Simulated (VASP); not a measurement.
A run of VASP 6.6.1 is set up as follows.

File INCAR:

```
SYSTEM = K
PREC     = Accurate       ! precision mode
ENCUT    = 600            ! plane-wave cutoff, eV
EDIFF    = 1E-7           ! SCF threshold, eV
ISMEAR   = -1             ! smearing method
SIGMA    = 0.05           ! smearing width, eV
LREAL    = .False.        ! projectors in reciprocal space
LASPH    = .True.         ! aspherical terms in the spheres
NELM     = 100            ! most SCF steps
ALGO     = Normal         ! electronic algorithm
ISIF     = 3              ! what is computed and relaxed
LWAVE    = .False.        ! write WAVECAR
LCHARG   = .False.        ! write CHGCAR
GGA      = PS             ! functional
IBRION   = 2              ! ionic algorithm
NSW      = 80             ! ionic steps
EDIFFG   = -0.01          ! ionic threshold
PSTRESS  = 50.0
```

Contents of KPOINTS:

```
Automatic mesh
0
Gamma
  7 7 7
  0 0 0
```

File POSCAR:

```
K
1.0
   -2.6975585167      2.6975585167      2.6975585167
    2.6975585167     -2.6975585167      2.6975585167
    2.6975585167      2.6975585167     -2.6975585167
K
1
Direct
    0.0000000000      0.0000000000      0.0000000000
```

Potentials or basis: VASP PAW PBE potentials, release 64 (K_sv).

Launch:

```sh
$ cat potpaw_PBE.64/K_sv/POTCAR > POTCAR
$ mpirun -np 1 vasp_std > vasp.out
```

Q: Predict the space group after relaxing (to 0.05 Å).

A: Im-3m (No. 229).

Q: What does it give for the relaxed volume?

A: 42.32 Å³/atom.

Q: What does it give for the relaxed cell?

A: a = 3.802 Å, b = 3.802 Å, c = 3.802 Å, α = 109.47°, β = 109.47°, γ = 109.47°.

The path:
```
step  energy change (eV)  largest force (eV/Å)  pressure (GPa)  volume (Å³)
   1              0.0000                0.0000           -0.32        78.52
   2              0.0797                0.0000            1.95        52.48
   3              0.2195                0.0000            4.03        44.69
   4              0.2957                0.0000            5.12        42.01
   5              0.2774                0.0000            4.86        42.60
   6              0.2776                0.0000            4.86        42.60
   7              0.2779                0.0000            4.87        42.59
   8              0.2779                0.0000            4.87        42.58
   9              0.2779                0.0000            4.86        42.58
  10              0.2779                0.0000            4.86        42.58
  11              0.2779                0.0000            4.86        42.58
  12              0.2780                0.0000            4.87        42.58
  13              0.2781                0.0000            4.87        42.58
  14              0.2784                0.0000            4.87        42.57
  15              0.2789                0.0000            4.88        42.55
  16              0.2799                0.0000            4.89        42.52
  17              0.2819                0.0000            4.92        42.45
  18              0.2860                0.0000            4.98        42.32
```

Caveat: the cell is relaxed towards a set pressure, so the enthalpy falls and the energy may rise; the volume moved by over 15 % at a fixed basis, so the end points are rough; the PAW data sets were made with another functional, which shifts forces and pressure a little.
